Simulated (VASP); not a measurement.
# MoRu2 (P-62m) in VASP: a series of runs, part 2 of 2

VASP 6.6.1. The steps go on from the part before.

## (5) Relaxation of shape and atoms at fixed volume, PBE (14.00 Å³/atom)

This run uses another cell than the first one, of 14.00 Å³/atom.

Contents of INCAR:

```
PREC     = Accurate       # precision mode
ENCUT    = 500            # plane-wave cutoff, eV
EDIFF    = 1E-7           # SCF threshold, eV
ISMEAR   = 0              # smearing method
SIGMA    = 0.1            # smearing width, eV
LREAL    = False          # projectors in reciprocal space
LASPH    = True           # aspherical terms in the spheres
NELM     = 120            # most SCF steps
ALGO     = Normal         # electronic algorithm
ISIF     = 4              # what is computed and relaxed
LWAVE    = False          # write WAVECAR
LCHARG   = False          # write CHGCAR
GGA      = PE             # functional
IBRION   = 2              # ionic algorithm
NSW      = 50             # ionic steps
EDIFFG   = -0.01          # ionic threshold
GGA_COMPAT= False        
NELMIN   = 4
```

Contents of KPOINTS:

```
regular mesh
0
Gamma
  12 12 8
```

Contents of POSCAR:

```
MoRu2
1.0
    4.7328017732      0.0000000000      0.0000000000
   -2.3664008866      4.0987265667      0.0000000000
    0.0000000000      0.0000000000      4.3294708743
Mo Ru
2 4
Direct
    0.6666666667      0.3333333333      0.0000000000
    0.3333333333      0.6666666667      0.0000000000
    0.0000000000      0.0000000000      0.0000000000
    0.0000000000      0.3308135000      0.5000000000
    0.6691865000      0.6691865000      0.5000000000
    0.3308135000      0.0000000000      0.5000000000
```

Potentials or basis: VASP PAW PBE potentials, release 64 (Mo_sv, Ru_pv).

Launch:

```
$ cat potpaw_PBE.64/Mo_sv/POTCAR potpaw_PBE.64/Ru_pv/POTCAR > POTCAR
$ mpirun -np 1 vasp_std > vasp.out
```

OUTCAR:

```text
PREC = Accurate
   ENCUT = 500
   EDIFF = 1E-7
   ISMEAR = 0
   LREAL = False
   LASPH = True
   NELM = 120
   ISIF = 4
   GGA = PE
   IBRION = 2
   NSW = 50
   EDIFFG = -0.01
   NELMIN = 4

 ion  position               nearest neighbor table
   1  0.667  0.333  0.000-   4 2.68   4 2.68   6 2.68   6 2.68   5 2.68   5 2.68   3 2.73   2 2.73
                             2 2.73   3 2.73   3 2.73   2 2.73
   2  0.333  0.667  0.000-   6 2.68   6 2.68   4 2.68   4 2.68   5 2.68   5 2.68   3 2.73   1 2.73
                             1 2.73   3 2.73   3 2.73   1 2.73
   3  0.000  0.000  0.000-   6 2.67   6 2.67   4 2.67   4 2.67   5 2.67   5 2.67   1 2.73   2 2.73
                             1 2.73   2 2.73   1 2.73   2 2.73
   4  0.000  0.331  0.500-   3 2.67   3 2.67   1 2.68   1 2.68   2 2.68   2 2.68   6 2.71   5 2.71
                             6 2.74   5 2.74   5 2.74   6 2.74
   5  0.669  0.669  0.500-   3 2.67   3 2.67   2 2.68   2 2.68   1 2.68   1 2.68   6 2.71   4 2.71
                             6 2.74   4 2.74   4 2.74   6 2.74
   6  0.331  0.000  0.500-   3 2.67   3 2.67   2 2.68   2 2.68   1 2.68   1 2.68   4 2.71   5 2.71
                             4 2.74   5 2.74   4 2.74   5 2.74

  LATTYP: Found a hexagonal cell.
 ALAT       =     4.7328017732
 C/A-ratio  =     0.9147796763

[... 197 lines left out ...]
  -------------------------------------------------------------------------------------
  Total        4.9831748      4.9831748      5.2529652      0.0000000     -0.0000000     -0.0000000
  in kB       95.0636798     95.0636798    100.2104515      0.0000000     -0.0000000     -0.0000000
  external PRESSURE =      96.7792704 kB  Pullay stress =       0.0000000 kB
[... 67 lines left out ...]
--------------------------------------- Ionic step        3  -------------------------------------------

 number of electron      84.0000029 magnetization

 Free energy of the ion-electron system (eV)
  ---------------------------------------------------
  ext. energy  EPLUGINS =         0.00000000
  ---------------------------------------------------
  free energy    TOTEN  =       -58.69392424 eV

  energy without entropy =      -58.66059747  energy(sigma->0) =      -58.67726086

 E-fermi :  12.7900     XC(G=0): -13.9584

 val. band max:       12.7812327396   @ k =   0.1667   0.1667   0.1250
 cond. band min:      12.7913226475   @ k =   0.2500   0.1667   0.5000
 fundamental gap:      0.0100899079
 Fermi energy:        12.7900111717

 k-point     1 :       0.0000    0.0000    0.0000
  band No.  band energies     occupation
      1     -47.9953      2.00000
      2     -47.8265      2.00000
      3     -30.2699      2.00000
      4     -30.0988      2.00000
      5     -30.0988      2.00000
      6     -30.0496      2.00000
[... 1261 lines left out ...]
     49      15.2857      0.00000
     50      15.8061      0.00000

 [... further k-points ...]

------------------------ aborting loop because EDIFF is reached ----------------------------------------

  FORCE on cell =-STRESS in cart. coord.  units (eV):
  Direction    XX          YY          ZZ          XY          YZ          ZX
  --------------------------------------------------------------------------------------
  -------------------------------------------------------------------------------------
  Total        5.0706116      5.0706116      5.0706545      0.0000000      0.0000000      0.0000000
  in kB       96.7317044     96.7317044     96.7325244      0.0000000      0.0000000      0.0000000
  external PRESSURE =      96.7319777 kB  Pullay stress =       0.0000000 kB
[... 21 lines left out ...]
  FREE ENERGIE OF THE ION-ELECTRON SYSTEM (eV)
  ---------------------------------------------------
  free  energy   TOTEN  =       -58.6939242386 eV

  energy  without entropy=      -58.6605974738  energy(sigma->0) =      -58.67726086

 reached required accuracy - stopping structural energy minimisation
```

OSZICAR:

```text
N       E                     dE             d eps       ncg     rms          rms(c)
DAV:   1     0.107711039244E+04    0.10771E+04   -0.49880E+04  9532   0.179E+03
DAV:   2    -0.188821998424E+02   -0.10960E+04   -0.10717E+04 10196   0.577E+02
DAV:   3    -0.614681815477E+02   -0.42586E+02   -0.41030E+02 11894   0.112E+02
[... 26 lines left out ...]
DAV:   2    -0.586940326629E+02    0.39417E-03   -0.66100E-04 10924   0.157E-01    0.661E-02
DAV:   3    -0.586940217659E+02    0.10897E-04   -0.79024E-04 12402   0.144E-01    0.771E-02
DAV:   4    -0.586939236685E+02    0.98097E-04   -0.39312E-04 12526   0.993E-02    0.114E-02
DAV:   5    -0.586939242044E+02   -0.53591E-06   -0.85149E-06 10480   0.168E-02    0.768E-03
DAV:   6    -0.586939242386E+02   -0.34242E-07   -0.90310E-07 10304   0.767E-03
   3 F= -.58693924E+02 E0= -.58677261E+02  d E =-.115576E-03
```

It took 7.4 min on 1 thread of Oxide Virtual Turin-like, shared host; peak memory 0.38 GiB.

Results:

```
Free energy               : -58.6939 eV
Energy gained by relaxing : 0.0 meV/atom
Ionic steps               : 3
Pressure after relaxing   : 9.7 GPa
Band gap on the k mesh    : zero (bands 42 and 43 overlap by 0.86 eV)
```

Step by step:
| step | energy change (eV) | largest force (eV/Å) | pressure (GPa) | volume (Å³) |
| --- | --- | --- | --- | --- |
| 1 | 0.0000 | 0.0034 | 9.68 | 83.99 |
| 2 | -0.0001 | 0.0044 | 9.66 | 83.99 |
| 3 | -0.0001 | 0.0011 | 9.67 | 83.99 |

Final structure:
```
Mo Ru
1.0
     4.73078    0.00000    0.00000
    -2.36539    4.09698    0.00000
     0.00000    0.00000    4.33317
Mo Ru
2 4
Direct
  0.66667 0.33333 0.00000
  0.33333 0.66667 0.00000
  0.00000 0.00000 0.00000
  0.00000 0.33083 0.50000
  0.66917 0.66917 0.50000
  0.33083 0.00000 0.50000
```

## (6) Overview

| task | cell | gap on the mesh (eV) | pressure (GPa) |
| --- | --- | --- | --- |
| relaxation of shape and atoms at fixed volume | relaxed from a = 4.682, b = 4.682, c = 4.288 Å, angles 90.0, 90.0, 120.0°, 6 atoms | none | 20.9 |
| relaxation of shape and atoms at fixed volume | relaxed from a = 4.828, b = 4.828, c = 4.417 Å, angles 90.0, 90.0, 120.0°, 6 atoms | none | -7.8 |
| relaxation of cell and atoms | relaxed from a = 4.781, b = 4.781, c = 4.374 Å, angles 90.0, 90.0, 120.0°, 6 atoms | none | 0.0 |
| relaxation of shape and atoms at fixed volume | relaxed from a = 4.733, b = 4.733, c = 4.329 Å, angles 90.0, 90.0, 120.0°, 6 atoms | none | 9.7 |

Alike in all rows: level PBE; potentials or basis VASP PAW PBE potentials, release 64 (Mo_sv, Ru_pv); no spin polarisation; k mesh 12 × 12 × 8; cutoff (eV) 500; smearing gaussian 0.1 eV.

Total energies depend on the potentials used, so only differences within one code and one set of settings carry meaning.
